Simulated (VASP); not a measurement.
Runs of VASP 6.6.1 on C. The structure is that of space group Fd-3m (No. 227), or close to it. The cells are those of the table. 

```csv
cell,gap on the mesh (eV),pressure (GPa)
"a = 2.535, b = 2.535, c = 2.497 Å, angles 60.5, 60.5, 59.0°, 2 atoms",(b),2.5
"a = 2.510, b = 2.510, c = 2.547 Å, angles 59.5, 59.5, 61.0°, 2 atoms",(a),2.5
"a = 2.522 Å, angles 60.0°, 2 atoms",4.17,2.5
"a = 2.526, b = 2.526, c = 2.514 Å, angles 60.2, 60.2, 59.7°, 2 atoms",4.04,2.5
"a = 2.518, b = 2.518, c = 2.530 Å, angles 59.8, 59.8, 60.3°, 2 atoms",3.91,2.5
"a = 2.531, b = 2.531, c = 2.505 Å, angles 60.3, 60.3, 59.3°, 2 atoms",3.91,2.5
"a = 2.514, b = 2.514, c = 2.539 Å, angles 59.7, 59.7, 60.7°, 2 atoms",3.65,2.5
```

Alike in all rows: task single point; level PBE; potentials or basis VASP PAW PBE potentials, release 64 (C); no spin polarisation; k mesh 10 × 10 × 10; cutoff (eV) 520; smearing gaussian 0.02 eV.

**Question.** Estimate the missing entries.

**Answer.** (a) 3.40; (b) 3.78.

A k mesh can miss the band edges.
